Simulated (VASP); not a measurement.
# Sn (Fm-3m) in VASP: notebook

Runs on Sn. Level: PBE. Tasks: single point.

All numbers are computed with VASP 6.6.1; they aren't measurements. Logs are shortened: lines on timing, memory, paths and dates and some standing lists are left out, and cuts for length are marked.

**1. The cell of the first run**

It takes space group Fm-3m (No. 225, cubic). Conventional cell: a = 4.751 Å, b = 4.751 Å, c = 4.751 Å, α = 90.00°, β = 90.00°, γ = 90.00°. Within 4.4 Å of Sn (site symmetry m-3m) lie 12 Sn at 3.36 Å.

**2. Single point, PBE**

INCAR reads:

```
PREC = Accurate ; ENCUT = 520
EDIFF = 1E-6 ; ISMEAR = -1
SIGMA = 0.06122561905347299 ; LREAL = F
LASPH = T ; NELM = 60
ALGO = Normal ; ISIF = 2
LWAVE = F ; LCHARG = T
GGA = PE ; LELF = T
LVHAR = T ; NBANDS = 13
```

KPOINTS reads:

```
regular mesh
0
Gamma
  13 13 13
```

POSCAR reads:

```
Sn
1.0
    0.0000000000      2.3755174909      2.3755174909
    2.3755174909      0.0000000000      2.3755174909
    2.3755174909      2.3755174909      0.0000000000
Sn
1
Direct
    0.0000000000      0.0000000000      0.0000000000
```

Potentials or basis: VASP PAW PBE potentials, release 64 (Sn_d).

Launch:

```bash
$ cat potpaw_PBE.64/Sn_d/POTCAR > POTCAR
$ mpirun -np 1 vasp_std > vasp.out
```

OUTCAR:

```text
PREC = Accurate
   ENCUT = 520
   EDIFF = 1E-6
   ISMEAR = -1
   LREAL = F
   LASPH = T
   NELM = 60
   ISIF = 2
   GGA = PE

 ion  position               nearest neighbor table
   1  0.000  0.000  0.000-

  LATTYP: Found a face centered cubic cell.
 ALAT       =     4.7510349818

  Lattice vectors:

 A1 = (   0.0000000000,   2.3755174909,   2.3755174909)
 A2 = (   2.3755174909,   0.0000000000,   2.3755174909)
 A3 = (   2.3755174909,   2.3755174909,   0.0000000000)

Analysis of symmetry for initial positions (statically):
=====================================================================
 Subroutine PRICEL returns:
 Original cell was already a primitive cell.

 Routine SETGRP: Setting up the symmetry group for a
 face centered cubic supercell.

 Subroutine GETGRP returns: Found 48 space group operations
 (whereof 48 operations were pure point group operations)
 out of a pool of 48 trial point group operations.

The static configuration has the point symmetry O_h .

Analysis of symmetry for dynamics (positions and initial velocities):
=====================================================================
 Subroutine PRICEL returns:
 Original cell was already a primitive cell.

 Routine SETGRP: Setting up the symmetry group for a
 face centered cubic supercell.

 Subroutine GETGRP returns: Found 48 space group operations
 (whereof 48 operations were pure point group operations)
 out of a pool of 48 trial point group operations.

The dynamic configuration has the point symmetry O_h .

 Subroutine INISYM returns: Found 48 space group operations
 (whereof 48 operations are pure point group operations),
 and found     1 'primitive' translations

----------------------------------------------------------------------------------------

                                     Primitive cell

  volume of cell :      26.8105

  direct lattice vectors                    reciprocal lattice vectors
     0.000000000  2.375517491  2.375517491    -0.210480454  0.210480454  0.210480454
     2.375517491  0.000000000  2.375517491     0.210480454 -0.210480454  0.210480454
     2.375517491  2.375517491  0.000000000     0.210480454  0.210480454 -0.210480454

  length of vectors
     3.359489053  3.359489053  3.359489053     0.364562840  0.364562840  0.364562840

  position of ions in fractional coordinates (direct lattice)
     0.000000000  0.000000000  0.000000000

  ion indices of the primitive-cell ions
   primitive index   ion index
                 1           1

----------------------------------------------------------------------------------------

 KPOINTS: regular mesh

Automatic generation of k-mesh.
 Grid dimensions read from file:
 generate k-points for:   13   13   13

 Generating k-lattice:

  Cartesian coordinates                     Fractional coordinates (reciprocal lattice)
    -0.016190804  0.016190804  0.016190804     0.076923077  0.000000000  0.000000000
     0.016190804 -0.016190804  0.016190804     0.000000000  0.076923077  0.000000000
     0.016190804  0.016190804 -0.016190804     0.000000000  0.000000000  0.076923077

  Length of vectors
     0.028043295  0.028043295  0.028043295

  Shift w.r.t. Gamma in fractional coordinates (k-lattice)
     0.000000000  0.000000000  0.000000000

 Subroutine IBZKPT returns following result:
 ===========================================

 Found     84 irreducible k-points:

 Following reciprocal coordinates:
            Coordinates               Weight
  0.000000  0.000000  0.000000      1.000000
  0.076923  0.000000  0.000000      8.000000
  0.153846  0.000000  0.000000      8.000000
  0.230769  0.000000  0.000000      8.000000
  0.307692  0.000000  0.000000      8.000000
  0.384615  0.000000  0.000000      8.000000
[... 16 lines left out ...]
  0.384615  0.153846  0.000000     24.000000
  0.461538  0.153846  0.000000     24.000000
 [... further k-points ...]
   k-points           NKPTS =     84   k-points in BZ     NKDIM =     84   number of bands    NBANDS=     13
   number of dos      NEDOS =    301   number of ions     NIONS =      1
   total plane-waves  NPLWV =  21952
   dimension x,y,z NGX =    28 NGY =   28 NGZ =   28
   dimension x,y,z NGXF=    56 NGYF=   56 NGZF=   56
   ions per type =               1
   NGX,Y,Z   is equivalent  to a cutoff of  13.86, 13.86, 13.86 a.u.
   NGXF,Y,Z  is equivalent  to a cutoff of  27.71, 27.71, 27.71 a.u.
 SYSTEM =  unknown system
   PREC   = accura    normal or accurate (medium, high low for compatibility)
   ISTART =      0    job   : 0-new  1-cont  2-samecut
   ICHARG =      2    charge: 1-file 2-atom 10-const
   ISPIN  =      1    spin polarized calculation?
   LNONCOLLINEAR =      F non collinear calculations
   LSORBIT =      F    spin-orbit coupling
   LASPH  =      T    aspherical Exc in radial PAW
   ENCUT  =  520.0 eV  38.22 Ry    6.18 a.u.   6.25  6.25  6.25*2*pi/ulx,y,z
   NELM   =     60;   NELMIN=  2; NELMDL= -5     # of ELM steps
   EDIFF  = 0.1E-05   stopping-criterion for ELM
   LREAL  =      F    real-space projection
   EDIFFG = 0.1E-04   stopping-criterion for IOM
   NSW    =      0    number of steps for IOM
   IBRION =     -1    ionic relax: 0-MD 1-quasi-New 2-CG
   NFREE  =      0    steps in history (QN), initial steepest desc. (CG)
   ISIF   =      2    stress and relaxation
   ISYM   =      2    0-nonsym 1-usesym 2-fastsym
   POTIM  = 0.5000    time-step for ionic-motion
   TEBEG  =    0.0;   TEEND  =   0.0 temperature during run
   PSTRESS=    0.0 pullay stress
   NELECT =      14.0000    total number of electrons
   NUPDOWN=      -1.0000    fix difference up-down
   EMIN   =  10.00;   EMAX   =-10.00  energy-range for DOS
   EFERMI =   0.00;   METHOD = LEGACY
   ISMEAR =    -1;   SIGMA  =   0.06  broadening in eV -4-tet -1-fermi 0-gaus
   EFERMI_NEDOS =   21; number of points for ismear=-14 and -15
   IALGO  =     38    algorithm
   IMIX   =      4    mixing-type and parameters
     AMIX     =   0.40;   BMIX     =  1.00
     AMIX_MAG =   1.60;   BMIX_MAG =  1.00
  volume/ion in A,a.u.               =      26.81       180.93
  Fermi-wavevector in a.u.,A,eV,Ry     =   1.318305  2.491235 23.645952  1.737928
  Thomas-Fermi vector in A             =   2.448284
   LORBIT       =      0    0 simple, 1 ext, 2 COOP (PROOUT), +10 PAW based schemes
   GGA     = PE    functional components
   LHFCALC =     F    Hartree Fock is set to
   AEXX    =    0.0000 exact exchange contribution
   IVDW    =     0    specifies the selected vdW correction
   LEPSILON=     F    determine dielectric tensor
   LRPA    =     F    only Hartree local field effects (RPA)
 non-spin polarized calculation
  energy-cutoff  :      520.00
  volume of cell :       26.81
 maximum number of plane-waves:       737
 NGX is ok and might be reduce to    28
   NGX = 13   NGY = 13   NGZ = 13

 number of electron      14.0000003 magnetization

 Free energy of the ion-electron system (eV)
  ---------------------------------------------------
  ext. energy  EPLUGINS =         0.00000000
  ---------------------------------------------------
  free energy    TOTEN  =        -3.77844916 eV

  energy without entropy =       -3.77225828  energy(sigma->0) =       -3.77535372

 E-fermi :   8.3523     XC(G=0): -10.4282

 val. band max:        8.2886033198   @ k =   0.3846   0.2308   0.0000
 cond. band min:       8.4018437719   @ k =  -0.3077   0.4615   0.2308
 fundamental gap:      0.1132404522
 Fermi energy:         8.3523060377

 k-point     1 :       0.0000    0.0000    0.0000
  band No.  band energies     occupation
      1     -13.2640      2.00000
      2     -13.2640      2.00000
      3     -13.2640      2.00000
      4     -13.1831      2.00000
      5     -13.1831      2.00000
      6      -2.9295      2.00000
      7      16.1269      0.00000
      8      16.1269      0.00000
      9      16.1269      0.00000
     10      18.9296      0.00000
     11      20.2295      0.00000
     12      20.2295      0.00000
     13      20.2295      0.00000

 k-point     2 :       0.0769    0.0000    0.0000
  band No.  band energies     occupation
      1     -13.2636      2.00000
      2     -13.2589      2.00000
      3     -13.2589      2.00000
      4     -13.1832      2.00000
      5     -13.1832      2.00000
      6      -2.8062      2.00000
      7      14.8023      0.00000
      8      15.9295      0.00000
      9      15.9295      0.00000
     10      18.4163      0.00000
     11      20.5710      0.00000
     12      20.5710      0.00000
     13      21.6521      0.00000

 k-point     3 :       0.1538    0.0000    0.0000
  band No.  band energies     occupation
      1     -13.2628      2.00000
      2     -13.2480      2.00000
      3     -13.2480      2.00000
      4     -13.1804      2.00000
      5     -13.1804      2.00000
      6      -2.4357      2.00000
      7      12.3768      0.00000
      8      15.4899      0.00000
      9      15.4899      0.00000
     10      18.1279      0.00000
     11      21.2485      0.00000
     12      21.2485      0.00000
     13      22.0344      0.00000

 k-point     4 :       0.2308    0.0000    0.0000
  band No.  band energies     occupation
      1     -13.2623      2.00000
      2     -13.2426      2.00000
      3     -13.2426      2.00000
      4     -13.1664      2.00000
      5     -13.1664      2.00000
      6      -1.8179      2.00000
      7       9.9037      0.00000
      8      15.0186      0.00000
      9      15.0186      0.00000
     10      17.9726      0.00000
     11      20.7625      0.00000
     12      20.7625      0.00000
     13      21.0591      0.00000

 k-point     5 :       0.3077    0.0000    0.0000
  band No.  band energies     occupation
      1     -13.2626      2.00000
      2     -13.2460      2.00000
      3     -13.2460      2.00000
      4     -13.1421      2.00000
      5     -13.1421      2.00000
      6      -0.9580      2.00000
      7       7.5942      1.99999
      8      14.6209      0.00000
      9      14.6209      0.00000
     10      17.9338      0.00000
     11      19.9466      0.00000
     12      19.9466      0.00000
     13      20.1122      0.00000

 k-point     6 :       0.3846    0.0000    0.0000
  band No.  band energies     occupation
      1     -13.2633      2.00000
      2     -13.2521      2.00000
      3     -13.2521      2.00000
      4     -13.1186      2.00000
      5     -13.1186      2.00000
      6       0.1165      2.00000
      7       5.5342      2.00000
      8      14.3405      0.00000
      9      14.3405      0.00000
     10      18.0241      0.00000
     11      19.3390      0.00000
     12      19.3611      0.00000
     13      19.3611      0.00000

 k-point     7 :       0.4615    0.0000    0.0000
  band No.  band energies     occupation
      1     -13.2639      2.00000
      2     -13.2562      2.00000
      3     -13.2562      2.00000
      4     -13.1046      2.00000
      5     -13.1046      2.00000
      6       1.2344      2.00000
      7       3.9188      2.00000
      8      14.1965      0.00000
      9      14.1965      0.00000
     10      18.2334      0.00000
     11      18.7838      0.00000
     12      19.0615      0.00000
     13      19.0615      0.00000
[... 193 lines left out ...]
 k-point    20 :       0.1538    0.1538    0.0000
  band No.  band energies     occupation
      1     -13.2837      2.00000
      2     -13.2259      2.00000
      3     -13.2259      2.00000
      4     -13.2041      2.00000
      5     -13.1673      2.00000
      6      -2.2710      2.00000
      7      13.9131      0.00000
      8      13.9131      0.00000
      9      14.0711      0.00000
     10      16.6272      0.00000
     11      18.7428      0.00000
     12      23.3678      0.00000
     13      23.3679      0.00000

 k-point    21 :       0.2308    0.1538    0.0000
  band No.  band energies     occupation
      1     -13.2889      2.00000
      2     -13.2208      2.00000
      3     -13.2115      2.00000
      4     -13.2005      2.00000
      5     -13.1557      2.00000
      6      -1.8177      2.00000
      7      11.7631      0.00000
      8      13.2954      0.00000
      9      13.9318      0.00000
     10      16.6777      0.00000
     11      17.8061      0.00000
     12      23.2557      0.00000
     13      24.0521      0.00000

 k-point    22 :       0.3077    0.1538    0.0000
  band No.  band energies     occupation
      1     -13.2869      2.00000
      2     -13.2305      2.00000
      3     -13.2089      2.00000
      4     -13.1802      2.00000
      5     -13.1344      2.00000
      6      -1.1189      2.00000
      7       9.4327      0.00000
      8      12.8809      0.00000
      9      13.2676      0.00000
     10      16.3924      0.00000
     11      18.5997      0.00000
     12      23.0106      0.00000
     13      23.1118      0.00000

 k-point    23 :       0.3846    0.1538    0.0000
  band No.  band energies     occupation
      1     -13.2816      2.00000
      2     -13.2364      2.00000
      3     -13.2138      2.00000
      4     -13.1609      2.00000
      5     -13.1129      2.00000
      6      -0.1862      2.00000
      7       7.2526      2.00000
      8      12.4850      0.00000
      9      12.6955      0.00000
     10      16.0362      0.00000
     11      20.1338      0.00000
     12      22.1625      0.00000
     13      22.7535      0.00000

 k-point    24 :       0.4615    0.1538    0.0000
  band No.  band energies     occupation
      1     -13.2767      2.00000
      2     -13.2369      2.00000
      3     -13.2203      2.00000
      4     -13.1444      2.00000
      5     -13.1013      2.00000
      6       0.9284      2.00000
      7       5.3436      2.00000
      8      11.7695      0.00000
      9      12.7521      0.00000
     10      15.9569      0.00000
     11      21.1511      0.00000
     12      21.3957      0.00000
     13      22.8056      0.00000

 [... further k-points ...]
[... 5 lines left out ...]
  --------------------------------------------------------------------------------------
  -------------------------------------------------------------------------------------
  Total        0.3722111      0.3722111      0.3722111      0.0000000      0.0000000      0.0000000
  in kB       22.2430919     22.2430919     22.2430919      0.0000000      0.0000000      0.0000000
  external PRESSURE =      22.2430919 kB  Pullay stress =       0.0000000 kB

 VOLUME and BASIS-vectors are now :
 -----------------------------------------------------------------------------
  energy-cutoff  :      520.00
  volume of cell :       26.81
      direct lattice vectors                 reciprocal lattice vectors
     0.000000000  2.375517491  2.375517491    -0.210480454  0.210480454  0.210480454
     2.375517491  0.000000000  2.375517491     0.210480454 -0.210480454  0.210480454
     2.375517491  2.375517491  0.000000000     0.210480454  0.210480454 -0.210480454

 POSITION                                       TOTAL-FORCE (eV/Angst)
 -----------------------------------------------------------------------------------
      0.00000      0.00000      0.00000        -0.000000     -0.000000     -0.000000
 -----------------------------------------------------------------------------------
    total drift:                               -0.000000     -0.000000     -0.000000

  FREE ENERGIE OF THE ION-ELECTRON SYSTEM (eV)
  ---------------------------------------------------
  free  energy   TOTEN  =        -3.7784491616 eV

  energy  without entropy=       -3.7722582770  energy(sigma->0) =       -3.77535372
```

It took 44 s on 1 thread of Intel Xeon Platinum 8259CL at 2.50GHz (Skylake/Cascade Lake), shared host; peak memory 0.17 GiB.

Results:

- Free energy: -3.7784 eV
- Pressure: 2.2 GPa
- Band gap on the k mesh: zero (band 7 reaches 16.13 eV, above the bottom of band 8 at 6.34 eV)

Caveat: spin-orbit coupling is left out, which moves the levels of the heavy elements.

**3. Single point, PBE**

This run uses another cell than the first one, of 27.37 Å³/atom, 1.021 times its volume.

INCAR reads:

```
SYSTEM = Sn
PREC = Accurate
ENCUT = 520
EDIFF = 1E-6
ISMEAR = -1
SIGMA = 0.06122561905347299
LREAL = .FALSE.
LASPH = .TRUE.
NELM = 100
ALGO = Normal
ISIF = 2
LWAVE = .FALSE.
LCHARG = .FALSE.
GGA = PE
NBANDS = 13
```

KPOINTS reads:

```
regular mesh
0
G
  13 13 13
  0 0 0
```

POSCAR reads:

```
Sn
1.0
    0.0000000000      2.3919008879      2.3919008879
    2.3919008879      0.0000000000      2.3919008879
    2.3919008879      2.3919008879      0.0000000000
Sn
1
Direct
    0.0000000000      0.0000000000      0.0000000000
```

Potentials or basis: VASP PAW PBE potentials, release 64 (Sn_d).

Launch:

```bash
$ cat potpaw_PBE.64/Sn_d/POTCAR > POTCAR
$ mpirun -np 1 vasp_std > vasp.out
```

Run time: 47 s. Hardware: 1 thread of Intel Xeon Platinum 8259CL at 2.50GHz (Skylake/Cascade Lake), shared host; peak memory 0.17 GiB.

It converged, with:

```
Free energy            : -3.7844 eV
Pressure               : 1.1 GPa
Band gap on the k mesh : zero (band 7 reaches 15.70 eV, above the bottom of band 8 at 6.13 eV)
```

Levels at points of the mesh, in eV from the Fermi level:
```csv
k point,band 4,band 5,band 6,band 7,band 8,band 9,band 10,band 11
"(0.00, 0.00, 0.00)",-21.53,-21.53,-11.13,7.61,7.61,7.61,10.56,11.75
```

Caveat: spin-orbit coupling is left out, which moves the levels of the heavy elements.

**4. Single point, PBE**

This run uses another cell than the first one, of 27.37 Å³/atom, 1.021 times its volume.

INCAR reads:

```
  PREC = Accurate
  ENCUT = 520
  EDIFF = 1E-7
  ISMEAR = -1
  SIGMA = 0.06122561905347299
  LREAL = F
  LASPH = T
  NELM = 60
  ALGO = Normal
  ISIF = 2
  LWAVE = F
  LCHARG = F
  GGA = PE
  NBANDS = 13
```

KPOINTS reads:

```
regular mesh
0
Gamma
  13 13 13
```

POSCAR is that of step 3.

Launch:

```bash
$ cat potpaw_PBE.64/Sn_d/POTCAR > POTCAR
$ mpirun -np 1 vasp_std > vasp.out
```

Run time: 45 s. Hardware: 1 thread of Intel Xeon Platinum 8259CL at 2.50GHz (Skylake/Cascade Lake), shared host; peak memory 0.17 GiB.

Results (log left out):

```yaml
Free_energy: -3.7844 eV
Pressure: 1.1 GPa
Band_gap_on_the_k_mesh: zero (band 7 reaches 15.70 eV, above the bottom of band 8 at 6.13 eV)
```

Levels at points of the mesh, in eV from the Fermi level:
```
           k point  band 4  band 5  band 6  band 7  band 8  band 9  band 10  band 11
(0.00, 0.00, 0.00)  -21.53  -21.53  -11.13    7.61    7.61    7.61    10.56    11.75
```

Caveat: spin-orbit coupling is left out, which moves the levels of the heavy elements.

(Continued in part 2 of 2.)
